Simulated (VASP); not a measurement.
Wanted: the native input for a VASP 6.6.1 run.

```
Task                   : single point
Functional             : PBE
Potentials or basis    : VASP PAW PBE potentials, release 64 (Cu, C)
Cutoff                 : 520 eV
k mesh                 : 6 × 6 × 1
Occupations            : gaussian, width 0.1 eV
Spin                   : no spin polarisation
Dipole correction      : yes
Further INCAR settings : ALGO = Normal; EDIFF = 1e-07; NBANDS = 80
```

The structure of Cu12C lies in POSCAR:

```
Cu12C
1.0
    5.1319544695      0.0000000000      0.0000000000
   -2.5659772347      4.4444029416      0.0000000000
    0.0000000000      0.0000000000     19.6215702048
Cu C
12 1
Direct
    0.3333333333      0.1666666667      0.2038572835
    0.3333333333      0.6666666667      0.2038572835
    0.8333333333      0.1666666667      0.2038572835
    0.8333333333      0.6666666667      0.2038572835
    0.1666666667      0.3333333333      0.3088788019
    0.1666666667      0.8333333333      0.3088788019
    0.6666666667      0.3333333333      0.3088788019
    0.6666666667      0.8333333333      0.3088788019
    0.0000000000      0.0000000000      0.4139103099
    0.0000000000      0.5000000000      0.4139103099
    0.5000000000      0.0000000000      0.4139103099
    0.5000000000      0.5000000000      0.4139103099
    0.3333333333      0.1666666667      0.4701893390
```

These files were run (other wordings do the same):

INCAR

```
PREC     = Accurate       # precision mode
ENCUT    = 520            # plane-wave cutoff, eV
EDIFF    = 1E-7           # SCF threshold, eV
ISMEAR   = 0              # smearing method
SIGMA    = 0.1            # smearing width, eV
LREAL    = False          # projectors in reciprocal space
LASPH    = True           # aspherical terms in the spheres
NELM     = 80             # most SCF steps
ALGO     = Normal         # electronic algorithm
ISIF     = 2              # what is computed and relaxed
LWAVE    = False          # write WAVECAR
LCHARG   = False          # write CHGCAR
LDIPOL   = True         
IDIPOL   = 3            
DIPOL    = 0.5 0.5 0.321
GGA      = PE             # functional
NBANDS   = 80             # bands
```

KPOINTS

```
Automatic mesh
0
Gamma
  6 6 1
```

Potentials or basis: VASP PAW PBE potentials, release 64 (Cu, C).

Launch:

```bash
$ cat potpaw_PBE.64/Cu/POTCAR potpaw_PBE.64/C/POTCAR > POTCAR
$ mpirun -np 1 vasp_std > vasp.out
```

Results of the run:

```json
{
  "Largest force": "0.611 eV/Å",
  "Band gap on the k mesh": "zero (bands 68 and 69 overlap by 0.24 eV)"
}
```

Run time: 8.5 min on 1 thread of Intel(R) Xeon(R) Platinum 8488C (Sapphire Rapids), on a shared host, peak memory 0.63 GiB.
